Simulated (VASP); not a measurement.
Set up this calculation in VASP 6.6.1, as the native input.

| Property | Result |
| --- | --- |
| Task | single point |
| Functional | LDA |
| Potentials or basis | VASP PAW LDA potentials, release 64 (Cl) |
| Cutoff | 520 eV |
| k mesh | 14 × 14 × 14 |
| Occupations | fermi-dirac, width 0.136057 eV |
| Spin | no spin polarisation |
| Dipole correction | no |
| Further INCAR settings | ALGO = Normal; EDIFF = 1e-07; NBANDS = 10 |

The structure of Cl lies in POSCAR:

```
Cl
1.0
   -1.6701836842      1.6701836842      1.6701836842
    1.6701836842     -1.6701836842      1.6701836842
    1.6701836842      1.6701836842     -1.6701836842
Cl
1
Direct
    0.0000000000      0.0000000000      0.0000000000
```

The input as run:

INCAR

```
SYSTEM = Cl
ALGO = Normal
EDIFF = 1E-7
ENCUT = 520
GGA = CA
ISIF = 2
ISMEAR = -1
LASPH = .TRUE.
LCHARG = .FALSE.
LREAL = .FALSE.
LWAVE = .FALSE.
NBANDS = 10
NELM = 100
PREC = Accurate
SIGMA = 0.13605693000000002
```

KPOINTS

```
k-points
0
G
  14 14 14
  0 0 0
```

Potentials or basis: VASP PAW LDA potentials, release 64 (Cl).

Command:

```bash
$ cat potpaw_LDA.64/Cl/POTCAR > POTCAR
$ mpirun -np 1 vasp_std > vasp.out
```

It gave:

```
Pressure : -0.4 GPa
```

Caveat: an odd number of electrons without spin polarisation forces a metal; a magnetic or distorted state may lie lower.

It took 12 s on 1 thread of AMD EPYC 7R13 Processor (Zen 3), with other jobs on the host, peak memory 0.1 GiB.
